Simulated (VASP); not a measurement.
# BeV (Fm-3m) in VASP: a series of runs

BeV is run at these levels: PBE; tasks: single point, relaxation of cell and atoms.

All numbers are computed with VASP 6.6.1; they aren't measurements. Logs are shortened: lines on timing, memory, paths and dates and some standing lists are left out, and cuts for length are marked.

## (1) The cell of the first run

The structure is cubic, space group Fm-3m (No. 225). The conventional cell has a = 4.366 Å, b = 4.366 Å, c = 4.366 Å, α = 90.00°, β = 90.00°, γ = 90.00°. Within 2.9 Å of Be (site symmetry m-3m) lie 6 V at 2.18 Å. V (site symmetry m-3m) has 6 Be at 2.18 Å within 2.9 Å.

## (2) Single point, PBE, collinear spin, ferromagnetic start

File INCAR:

```
SYSTEM = BeV
ALGO     = Normal         ! electronic algorithm
EDIFF    = 1E-6           ! SCF threshold, eV
ENCUT    = 520            ! plane-wave cutoff, eV
GGA      = PE             ! functional
ISIF     = 2              ! what is computed and relaxed
ISMEAR   = 0              ! smearing method
ISPIN    = 2              ! spin polarisation
LASPH    = .True.         ! aspherical terms in the spheres
LCHARG   = .False.        ! write CHGCAR
LMAXMIX  = 4              ! l up to which the mixer works
LORBIT   = 11             ! projections on sites
LREAL    = .False.        ! projectors in reciprocal space
LWAVE    = .False.        ! write WAVECAR
MAGMOM   = 0 2            ! initial moments
NBANDS   = 18             ! bands
NELM     = 150            ! most SCF steps
PREC     = Accurate       ! precision mode
SIGMA    = 0.1            ! smearing width, eV
```

File KPOINTS:

```
k-points
0
Gamma
  8 8 8
  0 0 0
```

File POSCAR:

```
BeV
1.0
    0.0000000000      2.1828140634      2.1828140634
    2.1828140634      0.0000000000      2.1828140634
    2.1828140634      2.1828140634      0.0000000000
Be V
1 1
Direct
    0.0000000000      0.0000000000      0.0000000000
    0.5000000000      0.5000000000      0.5000000000
```

Potentials or basis: VASP PAW PBE potentials, release 64 (Be, V_sv).

Started as:

```bash
cat potpaw_PBE.64/Be/POTCAR potpaw_PBE.64/V_sv/POTCAR > POTCAR
mpirun -np 1 vasp_std > vasp.out
```

OUTCAR:

```text
SYSTEM = BeV
   EDIFF = 1E-6
   ENCUT = 520
   GGA = PE
   ISIF = 2
   ISMEAR = 0
   ISPIN = 2
   LASPH = .True.
   LORBIT = 11
   LREAL = .False.
   NELM = 150
   PREC = Accurate

 ion  position               nearest neighbor table
   1  0.000  0.000  0.000-   2 2.18   2 2.18   2 2.18   2 2.18   2 2.18   2 2.18
   2  0.500  0.500  0.500-   1 2.18   1 2.18   1 2.18   1 2.18   1 2.18   1 2.18

  LATTYP: Found a face centered cubic cell.
 ALAT       =     4.3656281268

  Lattice vectors:

 A1 = (   0.0000000000,   2.1828140634,   2.1828140634)
 A2 = (   2.1828140634,   0.0000000000,   2.1828140634)
 A3 = (   2.1828140634,   2.1828140634,   0.0000000000)

Analysis of symmetry for initial positions (statically):
=====================================================================
 Subroutine PRICEL returns:
 Original cell was already a primitive cell.

 Routine SETGRP: Setting up the symmetry group for a
 face centered cubic supercell.

 Subroutine GETGRP returns: Found 48 space group operations
 (whereof 48 operations were pure point group operations)
 out of a pool of 48 trial point group operations.

The static configuration has the point symmetry O_h .

Analysis of symmetry for dynamics (positions and initial velocities):
=====================================================================
 Subroutine PRICEL returns:
 Original cell was already a primitive cell.

 Routine SETGRP: Setting up the symmetry group for a
 face centered cubic supercell.

 Subroutine GETGRP returns: Found 48 space group operations
 (whereof 48 operations were pure point group operations)
 out of a pool of 48 trial point group operations.

The dynamic configuration has the point symmetry O_h .

Analysis of structural, dynamic, and magnetic symmetry:
=====================================================================
 Subroutine PRICEL returns:
 Original cell was already a primitive cell.

 Routine SETGRP: Setting up the symmetry group for a
 face centered cubic supercell.

 Subroutine GETGRP returns: Found 48 space group operations
 (whereof 48 operations were pure point group operations)
 out of a pool of 48 trial point group operations.

The overall configuration has the point symmetry O_h .

 Subroutine INISYM returns: Found 48 space group operations
 (whereof 48 operations are pure point group operations),
 and found     1 'primitive' translations

----------------------------------------------------------------------------------------

                                     Primitive cell

  volume of cell :      20.8008

  direct lattice vectors                    reciprocal lattice vectors
     0.000000000  2.182814063  2.182814063    -0.229062112  0.229062112  0.229062112
     2.182814063  0.000000000  2.182814063     0.229062112 -0.229062112  0.229062112
     2.182814063  2.182814063  0.000000000     0.229062112  0.229062112 -0.229062112

  length of vectors
     3.086965253  3.086965253  3.086965253     0.396747216  0.396747216  0.396747216

  position of ions in fractional coordinates (direct lattice)
     0.000000000  0.000000000  0.000000000
     0.500000000  0.500000000  0.500000000

  ion indices of the primitive-cell ions
   primitive index   ion index
                 1           1
                 2           2

----------------------------------------------------------------------------------------

 KPOINTS: k-points

Automatic generation of k-mesh.
 Grid dimensions read from file:
 generate k-points for:    8    8    8

 Generating k-lattice:

  Cartesian coordinates                     Fractional coordinates (reciprocal lattice)
    -0.028632764  0.028632764  0.028632764     0.125000000  0.000000000  0.000000000
     0.028632764 -0.028632764  0.028632764     0.000000000  0.125000000  0.000000000
     0.028632764  0.028632764 -0.028632764     0.000000000  0.000000000  0.125000000

  Length of vectors
     0.049593402  0.049593402  0.049593402

  Shift w.r.t. Gamma in fractional coordinates (k-lattice)
     0.000000000  0.000000000  0.000000000

 Subroutine IBZKPT returns following result:
 ===========================================

 Found     29 irreducible k-points:

 Following reciprocal coordinates:
            Coordinates               Weight
  0.000000  0.000000  0.000000      1.000000
  0.125000  0.000000  0.000000      8.000000
  0.250000  0.000000  0.000000      8.000000
  0.375000  0.000000  0.000000      8.000000
  0.500000  0.000000  0.000000      4.000000
  0.125000  0.125000  0.000000      6.000000
[... 16 lines left out ...]
  0.500000  0.250000  0.125000     48.000000
 -0.375000  0.250000  0.125000     24.000000
 [... further k-points ...]
   k-points           NKPTS =     29   k-points in BZ     NKDIM =     29   number of bands    NBANDS=     18
   number of dos      NEDOS =    301   number of ions     NIONS =      2
   total plane-waves  NPLWV =  13824
   dimension x,y,z NGX =    24 NGY =   24 NGZ =   24
   dimension x,y,z NGXF=    48 NGYF=   48 NGZF=   48
   ions per type =               1   1
   NGX,Y,Z   is equivalent  to a cutoff of  12.92, 12.92, 12.92 a.u.
   NGXF,Y,Z  is equivalent  to a cutoff of  25.85, 25.85, 25.85 a.u.
 SYSTEM =  BeV
   PREC   = accura    normal or accurate (medium, high low for compatibility)
   ISTART =      0    job   : 0-new  1-cont  2-samecut
   ICHARG =      2    charge: 1-file 2-atom 10-const
   ISPIN  =      2    spin polarized calculation?
   LNONCOLLINEAR =      F non collinear calculations
   LSORBIT =      F    spin-orbit coupling
   LASPH  =      T    aspherical Exc in radial PAW
   ENCUT  =  520.0 eV  38.22 Ry    6.18 a.u.   5.74  5.74  5.74*2*pi/ulx,y,z
   NELM   =    150;   NELMIN=  2; NELMDL= -5     # of ELM steps
   EDIFF  = 0.1E-05   stopping-criterion for ELM
   LREAL  =      F    real-space projection
   EDIFFG = 0.1E-04   stopping-criterion for IOM
   NSW    =      0    number of steps for IOM
   IBRION =     -1    ionic relax: 0-MD 1-quasi-New 2-CG
   NFREE  =      0    steps in history (QN), initial steepest desc. (CG)
   ISIF   =      2    stress and relaxation
   ISYM   =      2    0-nonsym 1-usesym 2-fastsym
   POTIM  = 0.5000    time-step for ionic-motion
   TEBEG  =    0.0;   TEEND  =   0.0 temperature during run
   PSTRESS=    0.0 pullay stress
   NELECT =      15.0000    total number of electrons
   NUPDOWN=      -1.0000    fix difference up-down
   EMIN   =  10.00;   EMAX   =-10.00  energy-range for DOS
   EFERMI =   0.00;   METHOD = LEGACY
   ISMEAR =     0;   SIGMA  =   0.10  broadening in eV -4-tet -1-fermi 0-gaus
   EFERMI_NEDOS =   21; number of points for ismear=-14 and -15
   IALGO  =     38    algorithm
   IMIX   =      4    mixing-type and parameters
     AMIX     =   0.40;   BMIX     =  1.00
     AMIX_MAG =   1.60;   BMIX_MAG =  1.00
  volume/ion in A,a.u.               =      10.40        70.19
  Fermi-wavevector in a.u.,A,eV,Ry     =   1.468065  2.774240 29.323463  2.155214
  Thomas-Fermi vector in A             =   2.583607
   LORBIT       =     11    0 simple, 1 ext, 2 COOP (PROOUT), +10 PAW based schemes
   GGA     = PE    functional components
   LHFCALC =     F    Hartree Fock is set to
   AEXX    =    0.0000 exact exchange contribution
   IVDW    =     0    specifies the selected vdW correction
   LEPSILON=     F    determine dielectric tensor
   LRPA    =     F    only Hartree local field effects (RPA)
 spin polarized calculation
 Gauss-broadening in eV      SIGMA  =   0.10
  energy-cutoff  :      520.00
  volume of cell :       20.80
 maximum number of plane-waves:       568
   NGX = 11   NGY = 11   NGZ = 11

 number of electron      14.9999997 magnetization       0.0010842

 number of electron      14.9999997 magnetization      -0.0000552

 Free energy of the ion-electron system (eV)
  ---------------------------------------------------
  ext. energy  EPLUGINS =         0.00000000
  ---------------------------------------------------
  free energy    TOTEN  =       -11.66776856 eV

  energy without entropy =      -11.65868532  energy(sigma->0) =      -11.66322694

 E-fermi :   8.1573     XC(G=0): -12.1506

 val. band max:        8.1220483767   @ k =  -0.3750   0.3750   0.1250
 cond. band min:       8.2036818471   @ k =  -0.1250   0.1250   0.0000
 fundamental gap:      0.0816334704
 Fermi energy:         8.1573177977

 spin component 1

 k-point     1 :       0.0000    0.0000    0.0000
  band No.  band energies     occupation
      1     -55.3021      1.00000
      2     -29.0495      1.00000
      3     -29.0495      1.00000
      4     -29.0495      1.00000
      5       0.4816      1.00000
      6       8.5707      0.00000
[... 10 lines left out ...]
     17      27.2703      0.00000
     18      32.1759      0.00000
[... 463 lines left out ...]
 k-point    24 :      -0.3750    0.2500    0.1250
  band No.  band energies     occupation
      1     -55.2641      1.00000
      2     -29.2600      1.00000
      3     -29.1467      1.00000
      4     -29.1017      1.00000
      5       4.8603      1.00000
      6       5.8812      1.00000
[... 10 lines left out ...]
     17      28.5663      0.00000
     18      32.4458      0.00000

 [... further k-points ...]

 spin component 2

 k-point     1 :       0.0000    0.0000    0.0000
  band No.  band energies     occupation
      1     -55.3018      1.00000
      2     -29.0492      1.00000
      3     -29.0492      1.00000
      4     -29.0492      1.00000
      5       0.4816      1.00000
      6       8.5708      0.00000
[... 10 lines left out ...]
     17      27.2704      0.00000
     18      32.1762      0.00000
[... 463 lines left out ...]
 k-point    24 :      -0.3750    0.2500    0.1250
  band No.  band energies     occupation
      1     -55.2637      1.00000
      2     -29.2598      1.00000
      3     -29.1465      1.00000
      4     -29.1014      1.00000
      5       4.8603      1.00000
      6       5.8811      1.00000
[... 10 lines left out ...]
     17      28.5664      0.00000
     18      32.4458      0.00000

 [... further k-points ...]
[... 5 lines left out ...]
  --------------------------------------------------------------------------------------
  -------------------------------------------------------------------------------------
  Total        2.5004393      2.5004393      2.5004393     -0.0000000      0.0000000     -0.0000000
  in kB      192.5957416    192.5957416    192.5957416     -0.0000000      0.0000000     -0.0000000
  external PRESSURE =     192.5957416 kB  Pullay stress =       0.0000000 kB

 VOLUME and BASIS-vectors are now :
 -----------------------------------------------------------------------------
  energy-cutoff  :      520.00
  volume of cell :       20.80
      direct lattice vectors                 reciprocal lattice vectors
     0.000000000  2.182814063  2.182814063    -0.229062112  0.229062112  0.229062112
     2.182814063  0.000000000  2.182814063     0.229062112 -0.229062112  0.229062112
     2.182814063  2.182814063  0.000000000     0.229062112  0.229062112 -0.229062112

 POSITION                                       TOTAL-FORCE (eV/Angst)
 -----------------------------------------------------------------------------------
      0.00000      0.00000      0.00000        -0.000000     -0.000000     -0.000000
      2.18281      2.18281      2.18281         0.000000      0.000000      0.000000
 -----------------------------------------------------------------------------------
    total drift:                               -0.000000     -0.000000      0.000000

  FREE ENERGIE OF THE ION-ELECTRON SYSTEM (eV)
  ---------------------------------------------------
  free  energy   TOTEN  =       -11.6677685591 eV

  energy  without entropy=      -11.6586853174  energy(sigma->0) =      -11.66322694

 total charge

# of ion       s       p       d       tot
------------------------------------------
    1        0.601   0.810   0.000   1.411
    2        2.293   6.250   3.148  11.691
--------------------------------------------------
tot          2.893   7.059   3.148  13.101

 magnetization (x)

# of ion       s       p       d       tot
------------------------------------------
    1       -0.000  -0.000   0.000  -0.000
    2       -0.000  -0.000  -0.000  -0.000
--------------------------------------------------
tot         -0.000  -0.000  -0.000  -0.000
```

It took 19 s on 1 thread of Intel Xeon 8259CL, shared host; peak memory 0.15 GiB.

What came out:

| Property | Result |
| --- | --- |
| Free energy | -11.6678 eV |
| Pressure | 19.3 GPa |
| Net moment | 0.00 μB per cell |
| Valence electrons inside the program's atomic spheres | Be 1.41; V 11.69 |

Levels at points of the mesh, in eV from the Fermi level:
Spin up:
```tsv
k point	band 3	band 4	band 5	band 6	band 7	band 8	band 9	band 10	band 11	band 12
(0.00, 0.00, 0.00)	-37.21	-37.21	-7.68	0.41	0.41	0.41	1.21	1.21	8.21	8.21
(0.50, 0.00, 0.00)	-37.24	-37.24	-4.28	-1.89	-0.97	-0.97	2.30	2.30	4.26	12.01
(0.50, 0.50, 0.00)	-37.30	-37.30	-3.43	-1.56	-1.50	2.02	2.72	2.72	4.22	4.22
```
Spin down:
| k point | band 5 | band 6 | band 7 | band 8 | band 9 | band 10 |
| --- | --- | --- | --- | --- | --- | --- |
| (0.00, 0.00, 0.00) | -7.68 | 0.41 | 0.41 | 0.41 | 1.21 | 1.21 |
| (0.50, 0.00, 0.00) | -4.28 | -1.89 | -0.97 | -0.97 | 2.30 | 2.30 |
| (0.50, 0.50, 0.00) | -3.43 | -1.56 | -1.50 | 2.02 | 2.72 | 2.72 |

Caveat: the cell stands under pressure; the moments typed at the start vanished in this run.

[end of part 1 of 2]
